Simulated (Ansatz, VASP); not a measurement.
Two plane-wave programs on In3P

```xyz
4
Lattice="-2.3509 2.3509 4.4445 2.3509 -2.3509 4.4445 2.3509 2.3509 -4.4445" Properties=species:S:1:pos:R:3 pbc="T T T"
In    0.0000    0.0000    0.0000
In    0.0000    2.3509    2.2222
In    2.3509    0.0000    2.2222
P     0.0000    0.0000    4.4445
```

Change from the starting cell: species swapped into the TaAl3 type (I4/mmm, No. 139).

Alike in both runs: functional PBE; k mesh 14 × 14 × 14; occupations gaussian, width 0.1 eV; no spin polarisation.

Ansatz relaxed the structure, and its values are those at the end. VASP's run is a single point on that final structure, the one shown.

|  | VASP | Ansatz |
| --- | --- | --- |
| version | VASP 6.6.1 | Ansatz 0.2.0 |
| potentials or method | VASP PAW PBE potentials, release 64 (In_d, P), cutoff 520 eV | scalar-relativistic, plane waves, PAW |
| valence electrons in the cell | 44 | 44 |

```tsv
	VASP	Ansatz	Ansatz less VASP
gap on the k mesh at the Fermi level (eV)	none	none	-
pressure (GPa)	0.0	0.0	+0.04
```

A gap of «none» marks a metal or a gap that the smearing closes.
